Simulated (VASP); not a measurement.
# C (P6_3/mmc) in VASP: notebook

The runs below take C through single point, with PBE, RPBE+D4.

Program: VASP 6.6.1. These are calculated values, not measurements. Logs are shortened: lines on timing, memory, paths and dates and some standing lists are left out, and cuts for length are marked.

### 1 The cell of the first run

Symmetry: P6_3/mmc, No. 194, hexagonal system. Conventional cell: a = 2.555 Å, b = 2.555 Å, c = 12.518 Å, α = 90.00°, β = 90.00°, γ = 120.00°. Within 2.1 Å of C (site symmetry 3m) lie 4 C at 1.56 Å. Within 2.1 Å of C (site symmetry 3m) lie 4 C at 1.56 Å. C (site symmetry 3m) has 4 C at 1.56 Å within 2.1 Å.

### 2 Single point, PBE

INCAR reads:

```
SYSTEM = C
  ALGO = Normal
  EDIFF = 1E-7
  ENCUT = 520
  GGA = PE
  ISIF = 2
  ISMEAR = -1
  LASPH = .True.
  LCHARG = .False.
  LREAL = .False.
  LWAVE = .False.
  NBANDS = 36
  NELM = 100
  PREC = Accurate
  SIGMA = 0.05
```

KPOINTS reads:

```
k-points
0
Gamma
  12 12 3
  0 0 0
```

POSCAR reads:

```
C
1.0
    2.5552893324      0.0000000000      0.0000000000
   -1.2776446662      2.2129454759      0.0000000000
    0.0000000000      0.0000000000     12.5182936458
C
12
Direct
    0.6666666667      0.3333333333      0.3541700000
    0.3333333333      0.6666666667      0.8541700000
    0.6666666667      0.3333333333      0.1458300000
    0.3333333333      0.6666666667      0.6458300000
    0.6666666667      0.3333333333      0.4791700000
    0.3333333333      0.6666666667      0.9791700000
    0.6666666667      0.3333333333      0.0208300000
    0.3333333333      0.6666666667      0.5208300000
    0.0000000000      0.0000000000      0.8125000000
    0.0000000000      0.0000000000      0.3125000000
    0.0000000000      0.0000000000      0.6875000000
    0.0000000000      0.0000000000      0.1875000000
```

Potentials or basis: VASP PAW PBE potentials, release 64 (C).

Started as:

```
$ cat potpaw_PBE.64/C/POTCAR > POTCAR
$ mpirun -np 1 vasp_std > vasp.out
```

OUTCAR:

```text
SYSTEM = C
   EDIFF = 1E-7
   ENCUT = 520
   GGA = PE
   ISIF = 2
   ISMEAR = -1
   LASPH = .True.
   LREAL = .False.
   NELM = 100
   PREC = Accurate

 ion  position               nearest neighbor table
   1  0.667  0.333  0.354-   5 1.56  10 1.56  10 1.56  10 1.56
   2  0.333  0.667  0.854-   6 1.56   9 1.56   9 1.56   9 1.56
   3  0.667  0.333  0.146-   7 1.56  12 1.56  12 1.56  12 1.56
   4  0.333  0.667  0.646-   8 1.56  11 1.56  11 1.56  11 1.56
   5  0.667  0.333  0.479-   8 1.56   8 1.56   8 1.56   1 1.56
   6  0.333  0.667  0.979-   7 1.56   7 1.56   7 1.56   2 1.56
   7  0.667  0.333  0.021-   6 1.56   6 1.56   6 1.56   3 1.56
   8  0.333  0.667  0.521-   5 1.56   5 1.56   5 1.56   4 1.56
   9  0.000  0.000  0.812-  11 1.56   2 1.56   2 1.56   2 1.56
  10  0.000  0.000  0.312-  12 1.56   1 1.56   1 1.56   1 1.56
  11  0.000  0.000  0.688-   9 1.56   4 1.56   4 1.56   4 1.56
  12  0.000  0.000  0.188-  10 1.56   3 1.56   3 1.56   3 1.56

  LATTYP: Found a hexagonal cell.
 ALAT       =     2.5552893324
 C/A-ratio  =     4.8989730779

  Lattice vectors:

 A1 = (   2.5552893324,   0.0000000000,   0.0000000000)
 A2 = (  -1.2776446662,   2.2129454759,   0.0000000000)
 A3 = (   0.0000000000,   0.0000000000,  12.5182936458)

Analysis of symmetry for initial positions (statically):
=====================================================================
 Subroutine PRICEL returns:
 Original cell was already a primitive cell.

 Routine SETGRP: Setting up the symmetry group for a
 hexagonal supercell.

 Subroutine GETGRP returns: Found 24 space group operations
 (whereof 12 operations were pure point group operations)
 out of a pool of 24 trial point group operations.

The static configuration has the point symmetry D_3d.
 The point group associated with its full space group is D_6h.

Analysis of symmetry for dynamics (positions and initial velocities):
=====================================================================
 Subroutine PRICEL returns:
 Original cell was already a primitive cell.

 Routine SETGRP: Setting up the symmetry group for a
 hexagonal supercell.

 Subroutine GETGRP returns: Found 24 space group operations
 (whereof 12 operations were pure point group operations)
 out of a pool of 24 trial point group operations.

The dynamic configuration has the point symmetry D_3d.
 The point group associated with its full space group is D_6h.

 Subroutine INISYM returns: Found 24 space group operations
 (whereof 12 operations are pure point group operations),
 and found     1 'primitive' translations

----------------------------------------------------------------------------------------

                                     Primitive cell

  volume of cell :      70.7874

  direct lattice vectors                    reciprocal lattice vectors
     2.555289332  0.000000000  0.000000000     0.391345116  0.225943208  0.000000000
    -1.277644666  2.212945476  0.000000000     0.000000000  0.451886416  0.000000000
     0.000000000  0.000000000 12.518293646     0.000000000  0.000000000  0.079883092

  length of vectors
     2.555289332  2.555289332 12.518293646     0.451886416  0.451886416  0.079883092

  position of ions in fractional coordinates (direct lattice)
     0.666666667  0.333333333  0.354170000
     0.333333333  0.666666667  0.854170000
     0.666666667  0.333333333  0.145830000
     0.333333333  0.666666667  0.645830000
     0.666666667  0.333333333  0.479170000
     0.333333333  0.666666667  0.979170000
     0.666666667  0.333333333  0.020830000
     0.333333333  0.666666667  0.520830000
     0.000000000  0.000000000  0.812500000
     0.000000000  0.000000000  0.312500000
     0.000000000  0.000000000  0.687500000
     0.000000000  0.000000000  0.187500000

  ion indices of the primitive-cell ions
   primitive index   ion index
                 1           1
                 2           2
                 3           3
                 4           4
                 5           5
                 6           6
                 7           7
                 8           8
                 9           9
                10          10
                11          11
                12          12

----------------------------------------------------------------------------------------

 KPOINTS: k-points

Automatic generation of k-mesh.
 Grid dimensions read from file:
 generate k-points for:   12   12    3

 Generating k-lattice:

  Cartesian coordinates                     Fractional coordinates (reciprocal lattice)
     0.032612093  0.018828601  0.000000000     0.083333333  0.000000000  0.000000000
     0.000000000  0.037657201  0.000000000     0.000000000  0.083333333  0.000000000
     0.000000000  0.000000000  0.026627697     0.000000000  0.000000000  0.333333333

  Length of vectors
     0.037657201  0.037657201  0.026627697

  Shift w.r.t. Gamma in fractional coordinates (k-lattice)
     0.000000000  0.000000000  0.000000000

 Subroutine IBZKPT returns following result:
 ===========================================

 Found     38 irreducible k-points:

 Following reciprocal coordinates:
            Coordinates               Weight
  0.000000  0.000000  0.000000      1.000000
  0.083333  0.000000  0.000000      6.000000
  0.166667  0.000000  0.000000      6.000000
  0.250000  0.000000  0.000000      6.000000
  0.333333  0.000000  0.000000      6.000000
  0.416667  0.000000  0.000000      6.000000
[... 16 lines left out ...]
  0.250000  0.000000  0.333333     12.000000
  0.333333  0.000000  0.333333     12.000000
 [... further k-points ...]
   k-points           NKPTS =     38   k-points in BZ     NKDIM =     38   number of bands    NBANDS=     36
   number of dos      NEDOS =    301   number of ions     NIONS =     12
   total plane-waves  NPLWV =  38400
   dimension x,y,z NGX =    20 NGY =   20 NGZ =   96
   dimension x,y,z NGXF=    40 NGYF=   40 NGZF=  192
   ions per type =              12
   NGX,Y,Z   is equivalent  to a cutoff of  13.01, 13.01, 12.75 a.u.
   NGXF,Y,Z  is equivalent  to a cutoff of  26.02, 26.02, 25.50 a.u.
 SYSTEM =  C
   PREC   = accura    normal or accurate (medium, high low for compatibility)
   ISTART =      0    job   : 0-new  1-cont  2-samecut
   ICHARG =      2    charge: 1-file 2-atom 10-const
   ISPIN  =      1    spin polarized calculation?
   LNONCOLLINEAR =      F non collinear calculations
   LSORBIT =      F    spin-orbit coupling
   LASPH  =      T    aspherical Exc in radial PAW
   ENCUT  =  520.0 eV  38.22 Ry    6.18 a.u.   4.75  4.75 23.28*2*pi/ulx,y,z
   NELM   =    100;   NELMIN=  2; NELMDL= -5     # of ELM steps
   EDIFF  = 0.1E-06   stopping-criterion for ELM
   LREAL  =      F    real-space projection
   EDIFFG = 0.1E-05   stopping-criterion for IOM
   NSW    =      0    number of steps for IOM
   IBRION =     -1    ionic relax: 0-MD 1-quasi-New 2-CG
   NFREE  =      0    steps in history (QN), initial steepest desc. (CG)
   ISIF   =      2    stress and relaxation
   ISYM   =      2    0-nonsym 1-usesym 2-fastsym
   POTIM  = 0.5000    time-step for ionic-motion
   TEBEG  =    0.0;   TEEND  =   0.0 temperature during run
   PSTRESS=    0.0 pullay stress
   NELECT =      48.0000    total number of electrons
   NUPDOWN=      -1.0000    fix difference up-down
   EMIN   =  10.00;   EMAX   =-10.00  energy-range for DOS
   EFERMI =   0.00;   METHOD = LEGACY
   ISMEAR =    -1;   SIGMA  =   0.05  broadening in eV -4-tet -1-fermi 0-gaus
   EFERMI_NEDOS =   21; number of points for ismear=-14 and -15
   IALGO  =     38    algorithm
   IMIX   =      4    mixing-type and parameters
     AMIX     =   0.40;   BMIX     =  1.00
     AMIX_MAG =   1.60;   BMIX_MAG =  1.00
  volume/ion in A,a.u.               =       5.90        39.81
  Fermi-wavevector in a.u.,A,eV,Ry     =   1.438257  2.717912 28.144796  2.068584
  Thomas-Fermi vector in A             =   2.557244
   LORBIT       =      0    0 simple, 1 ext, 2 COOP (PROOUT), +10 PAW based schemes
   GGA     = PE    functional components
   LHFCALC =     F    Hartree Fock is set to
   AEXX    =    0.0000 exact exchange contribution
   IVDW    =     0    specifies the selected vdW correction
   LEPSILON=     F    determine dielectric tensor
   LRPA    =     F    only Hartree local field effects (RPA)
 non-spin polarized calculation
  energy-cutoff  :      520.00
  volume of cell :       70.79
 maximum number of plane-waves:      1936
 NGX is ok and might be reduce to    20
   NGX =  9   NGY =  9   NGZ = 47

 number of electron      47.9999994 magnetization

 Free energy of the ion-electron system (eV)
  ---------------------------------------------------
  ext. energy  EPLUGINS =         0.00000000
  ---------------------------------------------------
  free energy    TOTEN  =      -108.93049096 eV

  energy without entropy =     -108.93049096  energy(sigma->0) =     -108.93049096

 E-fermi :  10.2388     XC(G=0): -13.0530

 val. band max:        9.2581179107   @ k =   0.0000   0.0000   0.0000
 cond. band min:      13.5342398235   @ k =   0.3333   0.0000   0.0000
 fundamental gap:      4.2761219127
 Fermi energy:        10.2387929290

 k-point     1 :       0.0000    0.0000    0.0000
  band No.  band energies     occupation
      1     -11.7956      2.00000
      2     -11.0697      2.00000
      3     -11.0262      2.00000
      4      -8.8699      2.00000
      5      -8.8481      2.00000
      6      -6.2187      2.00000
[... 28 lines left out ...]
     35      17.0227      0.00000
     36      17.0289      0.00000

 k-point     2 :       0.0833    0.0000    0.0000
  band No.  band energies     occupation
      1     -11.6294      2.00000
      2     -10.9051      2.00000
      3     -10.8610      2.00000
      4      -8.7101      2.00000
      5      -8.6878      2.00000
      6      -6.0701      2.00000
[... 28 lines left out ...]
     35      17.3611      0.00000
     36      17.4310      0.00000

 k-point     3 :       0.1667    0.0000    0.0000
  band No.  band energies     occupation
      1     -11.1329      2.00000
      2     -10.4132      2.00000
      3     -10.3674      2.00000
      4      -8.2336      2.00000
      5      -8.2089      2.00000
      6      -5.6267      2.00000
[... 28 lines left out ...]
     35      17.7005      0.00000
     36      18.7688      0.00000

 k-point     4 :       0.2500    0.0000    0.0000
  band No.  band energies     occupation
      1     -10.3127      2.00000
      2      -9.6024      2.00000
      3      -9.5526      2.00000
      4      -7.4516      2.00000
      5      -7.4215      2.00000
      6      -4.8983      2.00000
[... 28 lines left out ...]
     35      18.3117      0.00000
     36      19.5628      0.00000

 k-point     5 :       0.3333    0.0000    0.0000
  band No.  band energies     occupation
      1      -9.1852      2.00000
      2      -8.4931      2.00000
      3      -8.4334      2.00000
      4      -6.3996      2.00000
      5      -6.3533      2.00000
      6      -3.9212      2.00000
[... 655 lines left out ...]
 k-point    22 :       0.1667    0.0000    0.3333
  band No.  band energies     occupation
      1     -11.0501      2.00000
      2     -10.8023      2.00000
      3      -9.8179      2.00000
      4      -9.0916      2.00000
      5      -7.2331      2.00000
      6      -6.2167      2.00000
[... 28 lines left out ...]
     35      17.8827      0.00000
     36      18.6490      0.00000

 k-point    23 :       0.2500    0.0000    0.3333
  band No.  band energies     occupation
      1     -10.2307      2.00000
      2      -9.9854      2.00000
      3      -9.0113      2.00000
      4      -8.2942      2.00000
      5      -6.4660      2.00000
      6      -5.4721      2.00000
[... 28 lines left out ...]
     35      18.7715      0.00000
     36      19.0131      0.00000

 k-point    24 :       0.3333    0.0000    0.3333
  band No.  band energies     occupation
      1      -9.1046      2.00000
      2      -8.8637      2.00000
      3      -7.9087      2.00000
      4      -7.2093      2.00000
      5      -5.4398      2.00000
      6      -4.4839      2.00000
[... 28 lines left out ...]
     35      18.0931      0.00000
     36      18.7339      0.00000

 [... further k-points ...]
[... 5 lines left out ...]
  --------------------------------------------------------------------------------------
  -------------------------------------------------------------------------------------
  Total       -7.0444368     -7.0444368     -3.7885122      0.0000000      0.0000000      0.0000000
  in kB     -159.4413370   -159.4413370    -85.7478699      0.0000000      0.0000000      0.0000000
  external PRESSURE =    -134.8768480 kB  Pullay stress =       0.0000000 kB

 VOLUME and BASIS-vectors are now :
 -----------------------------------------------------------------------------
  energy-cutoff  :      520.00
  volume of cell :       70.79
      direct lattice vectors                 reciprocal lattice vectors
     2.555289332  0.000000000  0.000000000     0.391345116  0.225943208  0.000000000
    -1.277644666  2.212945476  0.000000000     0.000000000  0.451886416  0.000000000
     0.000000000  0.000000000 12.518293646     0.000000000  0.000000000  0.079883092

 POSITION                                       TOTAL-FORCE (eV/Angst)
 -----------------------------------------------------------------------------------
      1.27764      0.73765      4.43360        -0.000000      0.000000      0.286105
     -0.00000      1.47530     10.69275         0.000000      0.000000      0.286105
      1.27764      0.73765      1.82554        -0.000000     -0.000000     -0.286105
     -0.00000      1.47530      8.08469         0.000000     -0.000000     -0.286105
      1.27764      0.73765      5.99839         0.000000     -0.000000     -0.025543
     -0.00000      1.47530     12.25754        -0.000000      0.000000     -0.025543
      1.27764      0.73765      0.26076         0.000000     -0.000000      0.025543
     -0.00000      1.47530      6.51990        -0.000000      0.000000      0.025543
      0.00000      0.00000     10.17111         0.000000     -0.000000      0.310658
      0.00000      0.00000      3.91197         0.000000      0.000000      0.310658
      0.00000      0.00000      8.60633         0.000000     -0.000000     -0.310658
      0.00000      0.00000      2.34718         0.000000      0.000000     -0.310658
 -----------------------------------------------------------------------------------
    total drift:                               -0.000000      0.000000      0.000000

  FREE ENERGIE OF THE ION-ELECTRON SYSTEM (eV)
  ---------------------------------------------------
  free  energy   TOTEN  =      -108.9304909645 eV

  energy  without entropy=     -108.9304909645  energy(sigma->0) =     -108.93049096
```

Run time: 44 s. Hardware: 1 thread of AMD EPYC 9R45 (Zen 5), shared host; peak memory 0.18 GiB.

What came out:

```yaml
Free_energy: -108.9305 eV
Pressure: -13.5 GPa
Largest_force: 0.311 eV/Å
Band_gap_on_the_k_mesh: 4.28 eV (least direct gap 5.21 eV)
```

Forces on the atoms (eV/Å):
```
C    0.000  0.000  0.286
C    0.000  0.000  0.286
C    0.000  0.000 -0.286
C    0.000  0.000 -0.286
C    0.000  0.000 -0.026
C    0.000  0.000 -0.026
C    0.000  0.000  0.026
C    0.000  0.000  0.026
C    0.000  0.000  0.311
C    0.000  0.000  0.311
C    0.000  0.000 -0.311
C    0.000  0.000 -0.311
```

Caveat: the cell stands under tension; an odd mesh through Γ misses points on the zone boundary, where band edges can lie.

(Part 1 of 2 ends here.)
